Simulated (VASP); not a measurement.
# In3Se (Pm-3m) in VASP: a series of runs, part 2 of 2

VASP 6.6.1. The steps go on from the part before.

### Step 3. Single point, r2SCAN

This run uses another cell than the first one, of 29.38 Å³/atom, 1.019 times its volume.

Contents of POSCAR:

```
In3Se
1.0
    4.8979732526      0.0000000000      0.0000000000
    0.0000000000      4.8979732526      0.0000000000
    0.0000000000      0.0000000000      4.8979732526
In Se
3 1
Direct
    0.5000000000      0.5000000000      0.0000000000
    0.5000000000      0.0000000000      0.5000000000
    0.0000000000      0.5000000000      0.5000000000
    0.0000000000      0.0000000000      0.0000000000
```

Contents of INCAR.step1:

```
SYSTEM = In3Se
PREC = Accurate
ENCUT = 520
ISMEAR = -1
SIGMA = 0.05
LREAL = .False.
LASPH = .True.
NELM = 100
NBANDS = 30
GGA = PE
ALGO = Normal
EDIFF = 1E-4
LWAVE = .True.
LCHARG = .False.
```

Contents of INCAR.step2:

```
SYSTEM = In3Se
PREC = Accurate
ENCUT = 520
EDIFF = 1E-7
ISMEAR = -1
SIGMA = 0.05
LREAL = .False.
LASPH = .True.
NELM = 100
ALGO = Normal
ISIF = 2
LWAVE = .False.
LCHARG = .True.
METAGGA = R2SCAN
LMIXTAU = .True.
LELF = .True.
LVHAR = .True.
NBANDS = 30
ISTART = 1
```

Contents of KPOINTS:

```
regular mesh
0
Gamma
  6 6 6
  0 0 0
```

Potentials or basis: VASP PAW PBE potentials, release 64 (In_d, Se).

Started as:

```console
cat potpaw_PBE.64/In_d/POTCAR potpaw_PBE.64/Se/POTCAR > POTCAR
cp INCAR.step1 INCAR
mpirun -np 1 vasp_std > vasp.out
cp INCAR.step2 INCAR
mpirun -np 1 vasp_std > vasp.out
```

OUTCAR:

```text
SYSTEM = In3Se
   PREC = Accurate
   ENCUT = 520
   EDIFF = 1E-7
   ISMEAR = -1
   LREAL = .False.
   LASPH = .True.
   NELM = 100
   ISIF = 2
   METAGGA = R2SCAN
   ISTART = 1

 ion  position               nearest neighbor table
   1  0.500  0.500  0.000-   2 3.46   3 3.46   2 3.46   3 3.46   2 3.46   2 3.46   3 3.46   3 3.46

   2  0.500  0.000  0.500-   1 3.46   3 3.46   1 3.46   1 3.46   3 3.46   1 3.46   3 3.46   3 3.46

   3  0.000  0.500  0.500-   1 3.46   2 3.46   1 3.46   2 3.46   1 3.46   2 3.46   1 3.46   2 3.46

   4  0.000  0.000  0.000-

  LATTYP: Found a simple cubic cell.
 ALAT       =     4.8979732526

  Lattice vectors:

 A1 = (   4.8979732526,   0.0000000000,   0.0000000000)
 A2 = (   0.0000000000,   4.8979732526,   0.0000000000)
 A3 = (   0.0000000000,   0.0000000000,   4.8979732526)

Analysis of symmetry for initial positions (statically):
=====================================================================
 Subroutine PRICEL returns:
 Original cell was already a primitive cell.

[... 163 lines left out ...]
  free energy    TOTEN  =       -82.41713552 eV

  energy without entropy =      -82.40545957  energy(sigma->0) =      -82.41129755

 E-fermi :   5.3942     XC(G=0): -10.0252

 val. band max:        5.3343049269   @ k =   0.5000   0.0000   0.0000
 cond. band min:       5.4091788894   @ k =   0.5000   0.3333   0.1667
 fundamental gap:      0.0748739625
 Fermi energy:         5.3941573037

 k-point     1 :       0.0000    0.0000    0.0000
  band No.  band energies     occupation
      1     -10.0465      2.00000
      2     -10.0465      2.00000
      3     -10.0465      2.00000
      4     -10.0343      2.00000
      5      -9.9494      2.00000
      6      -9.9494      2.00000
[... 649 lines left out ...]
     29      13.5472      0.00000
     30      13.6166      0.00000

------------------------ aborting loop because EDIFF is reached ----------------------------------------

  FORCE on cell =-STRESS in cart. coord.  units (eV):
  Direction    XX          YY          ZZ          XY          YZ          ZX
  --------------------------------------------------------------------------------------
  -------------------------------------------------------------------------------------
  Total       -2.0375728     -2.0375728     -2.0375728      0.0000000      0.0000000     -0.0000000
  in kB      -27.7827030    -27.7827030    -27.7827030      0.0000000      0.0000000     -0.0000000
  external PRESSURE =     -27.7827030 kB  Pullay stress =       0.0000000 kB

 VOLUME and BASIS-vectors are now :
 -----------------------------------------------------------------------------
  energy-cutoff  :      520.00
  volume of cell :      117.50
      direct lattice vectors                 reciprocal lattice vectors
     4.897973253  0.000000000  0.000000000     0.204166080  0.000000000  0.000000000
     0.000000000  4.897973253  0.000000000     0.000000000  0.204166080  0.000000000
     0.000000000  0.000000000  4.897973253     0.000000000  0.000000000  0.204166080

 POSITION                                       TOTAL-FORCE (eV/Angst)
 -----------------------------------------------------------------------------------
      2.44899      2.44899      0.00000         0.000000      0.000000      0.000000
      2.44899      0.00000      2.44899         0.000000      0.000000      0.000000
      0.00000      2.44899      2.44899         0.000000      0.000000      0.000000
      0.00000      0.00000      0.00000         0.000000      0.000000      0.000000
 -----------------------------------------------------------------------------------
    total drift:                                0.000000      0.000000      0.000000

  FREE ENERGIE OF THE ION-ELECTRON SYSTEM (eV)
  ---------------------------------------------------
  free  energy   TOTEN  =       -82.4171355194 eV

  energy  without entropy=      -82.4054595744  energy(sigma->0) =      -82.41129755
```

OUTCAR.step1:

```text
SYSTEM = In3Se
   PREC = Accurate
   ENCUT = 520
   ISMEAR = -1
   LREAL = .False.
   LASPH = .True.
[... 883 lines left out ...]
      2.44899      0.00000      2.44899         0.000000      0.000000      0.000000
      0.00000      2.44899      2.44899         0.000000      0.000000      0.000000
      0.00000      0.00000      0.00000         0.000000      0.000000      0.000000
 -----------------------------------------------------------------------------------
    total drift:                                0.000000      0.000000      0.000000

  FREE ENERGIE OF THE ION-ELECTRON SYSTEM (eV)
  ---------------------------------------------------
  free  energy   TOTEN  =       -11.6418117557 eV

  energy  without entropy=      -11.6292984033  energy(sigma->0) =      -11.63555508
```

It took 2 min on 1 thread of Intel Xeon 6975P-C (Granite Rapids), shared host; peak memory 0.24 GiB.

Results:

```
Free energy : -82.4171 eV
Pressure    : -2.8 GPa
```

Levels at points of the mesh, in eV from the Fermi level:
```csv
k point,band 20,band 21,band 22,band 23,band 24,band 25
"(0.00, 0.00, 0.00)",-3.25,-2.38,-2.38,1.03,1.03,1.03
"(0.50, 0.00, 0.00)",-2.49,-1.92,-1.18,-0.06,-0.06,1.63
"(0.50, 0.50, 0.00)",-2.04,-0.90,-0.90,-0.68,1.28,1.80
"(0.50, 0.50, 0.50)",-4.06,-4.06,-4.06,-3.23,2.92,2.92
```

Caveat: the PAW data sets were made with another functional, which shifts forces and pressure a little; spin-orbit coupling is left out, which moves the levels of the heavy elements.
